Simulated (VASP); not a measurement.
A run of VASP 6.6.1:

INCAR

```
SYSTEM = SmO3
PREC     = Accurate       ! precision mode
ENCUT    = 600            ! plane-wave cutoff, eV
EDIFF    = 1E-6           ! SCF threshold, eV
ISMEAR   = 0              ! smearing method
SIGMA    = 0.1            ! smearing width, eV
LREAL    = .False.        ! projectors in reciprocal space
LASPH    = .True.         ! aspherical terms in the spheres
NELM     = 200            ! most SCF steps
ALGO     = Normal         ! electronic algorithm
ISIF     = 2              ! what is computed and relaxed
LWAVE    = .False.        ! write WAVECAR
LCHARG   = .False.        ! write CHGCAR
GGA      = PE             ! functional
NBANDS   = 22             ! bands
GGA_COMPAT= .False.      
LMAXMIX  = 6              ! l up to which the mixer works
```

File KPOINTS:

```
regular mesh
0
Gamma
  10 10 6
  0 0 0
```

The input POSCAR:

```
SmO3
1.0
    4.4059692000      0.0000000000      0.0000000000
    0.0000000000      4.6241452850      0.0000000000
    0.0000000000      0.0000000000      7.2276941038
Sm O
1 3
Direct
    0.0000000000      0.0000000000      0.0000000000
    0.8375339347      0.5000000000      0.0000000000
    0.5000000000      0.0000000000      0.0000000000
    0.1624660653      0.5000000000      0.0000000000
```

Potentials or basis: VASP PAW PBE potentials, release 64 (Sm_3, O), 4f in core.

The run is started by

```sh
$ cat potpaw_PBE.64/Sm_3/POTCAR potpaw_PBE.64/O/POTCAR > POTCAR
$ mpirun -np 1 vasp_std > vasp.out
```

Hardware: 1 thread of Intel(R) Xeon(R) 6975P-C (Granite Rapids), with other jobs on the host.

Estimate the wall time of this run.

Wall time 4.5 min on 1 thread of Intel(R) Xeon(R) 6975P-C (Granite Rapids) (shared host), peak memory 0.63 GiB. Counts: scf iterations 19, k points 144.
